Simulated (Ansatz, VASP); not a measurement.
## Two plane-wave programs on Ga2O3

Contents of INCAR:

```
SYSTEM = Ga2O3
PREC = Accurate
ENCUT = 520
EDIFF = 1E-6
ISMEAR = 0
SIGMA = 0.01
LREAL = .False.
LASPH = .True.
NELM = 100
ALGO = Normal
ISIF = 2
LWAVE = .False.
LCHARG = .True.
GGA = CA
LELF = .True.
LVHAR = .True.
NBANDS = 55
```

The input KPOINTS:

```
Automatic mesh
0
Gamma
  6 6 6
  0 0 0
```

The input POSCAR:

```
Ga2O3
1.0
    2.4922599282      1.4389069404      4.4806442070
   -2.4922599282      1.4389069404      4.4806442070
    0.0000000000     -2.8778138808      4.4806442070
Ga O
4 6
Direct
    0.8554260990      0.8554260990      0.8554260990
    0.3554260990      0.3554260990      0.3554260990
    0.1445739010      0.1445739010      0.1445739010
    0.6445739010      0.6445739010      0.6445739010
    0.4463667103      0.0536332897      0.7500000000
    0.0536332897      0.7500000000      0.4463667103
    0.5536332897      0.9463667103      0.2500000000
    0.2500000000      0.5536332897      0.9463667103
    0.9463667103      0.2500000000      0.5536332897
    0.7500000000      0.4463667103      0.0536332897
```

Input for Ansatz:

```yaml
crystal:
  lattice:
    - [2.4922599282, 1.4389069404, 4.480644207]
    - [-2.4922599282, 1.4389069404, 4.480644207]
    - [0.0, -2.8778138808, 4.480644207]
  atoms:
    - { symbol: Ga, position: [0.855426099, 0.855426099, 0.855426099] }
    - { symbol: Ga, position: [0.355426099, 0.355426099, 0.355426099] }
    - { symbol: Ga, position: [0.144573901, 0.144573901, 0.144573901] }
    - { symbol: Ga, position: [0.644573901, 0.644573901, 0.644573901] }
    - { symbol: O, position: [0.4463667103, 0.0536332897, 0.75] }
    - { symbol: O, position: [0.0536332897, 0.75, 0.4463667103] }
    - { symbol: O, position: [0.5536332897, 0.9463667103, 0.25] }
    - { symbol: O, position: [0.25, 0.5536332897, 0.9463667103] }
    - { symbol: O, position: [0.9463667103, 0.25, 0.5536332897] }
    - { symbol: O, position: [0.75, 0.4463667103, 0.0536332897] }
kpoints:
  mp_grid: { grid: [6, 6, 6] }
  band_path:
    path:
      - [0.0, 0.0, 0.0]
      - [0.5, 0.5, 0.5]
      - [0.7645800826, 0.2354199174, 0.5]
      - [0.5, -0.2354199174, 0.2354199174]
      - [0.5, 0.0, 0.0]
      - [0.3677099587, -0.3677099587, 0.0]
      - [0.6322900413, 0.0, 0.3677099587]
      - [0.5, 0.0, 0.5]
      - [0.0, 0.166667, -0.166667]
    npoints: 1
hamiltonian:
  xc: lda
scf:
  occupations: { method: fixed }
  n_extra_bands: 6
output:
  forces: true
  stress: true
  eigenvalues: true
```

Alike in both runs: task single point; functional LDA; k mesh 6 × 6 × 6; no spin polarisation.

|  | VASP | Ansatz |
| --- | --- | --- |
| version | VASP 6.6.1 | Ansatz 0.2.0 |
| potentials or method | VASP PAW LDA potentials, release 64 (Ga_d, O) | plane waves, PAW |
| plane-wave cutoff (eV) | 520 | 420 |
| occupations | gaussian, width 0.01 eV | fixed |
| valence electrons in the cell | 88 | 88 |

|  | VASP | Ansatz | Ansatz less VASP |
| --- | --- | --- | --- |
| gap on the k mesh at the Fermi level (eV) | 2.80 | 2.78 | -0.021 |
| pressure (GPa) | -3.5 | -5.4 | -1.94 |
| traceless stress, the component that is largest in VASP (GPa) | -0.28 | 0.01 | +0.288 |
| rms of the force components (eV/Å) | 0.041 | 0.030 | -0.0111 |

LDA's correlation is that of Perdew and Zunger in VASP and of Perdew and Wang (1992) in Ansatz. Atom by atom the forces differ by 0.013 eV/Å (rms over components).
